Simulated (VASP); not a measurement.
Ni, 4 atoms in the cell. The structure is hexagonal, space group P6_3/mmc (No. 194). Conventional cell: a = 2.571 Å, b = 2.571 Å, c = 8.414 Å, α = 90.00°, β = 90.00°, γ = 120.00°. Within 3.4 Å of Ni (site symmetry -3m) lie 12 Ni at 2.57 Å. Ni (site symmetry -6m2) has 12 Ni at 2.57 Å within 3.4 Å. This isn't the form of Ni at room conditions, which is fcc.

| Quantity | Value |
| --- | --- |
| Program | VASP 6.6.1 |
| Task | single point |
| Functional | revPBE |
| Potentials or basis | VASP PAW PBE potentials, release 64 (Ni) |
| Cutoff | 520 eV |
| k mesh | 16 × 16 × 5 |
| Occupations | fermi-dirac, width 0.05 eV |
| Spin | collinear spin, ferromagnetic start |
| Starting moments | [0.696, 0.696, 0.705, 0.705] μB |
| Dipole correction | no |
| Further INCAR settings | ALGO = Normal; EDIFF = 1e-06; NBANDS = 32 |

Potentials or basis: VASP PAW PBE potentials, release 64 (Ni).

Launch:

```bash
$ cat potpaw_PBE.64/Ni/POTCAR > POTCAR
$ mpirun -np 1 vasp_std > vasp.out
```

Hardware: 1 thread of Intel Xeon 8259CL, on a shared host.

Question: How long does it take, and how much memory?

Answer: It took 7.8 min on 1 thread of Intel Xeon 8259CL, with other jobs on the host, peak memory 0.31 GiB. Counts: scf iterations 17, k points 90.
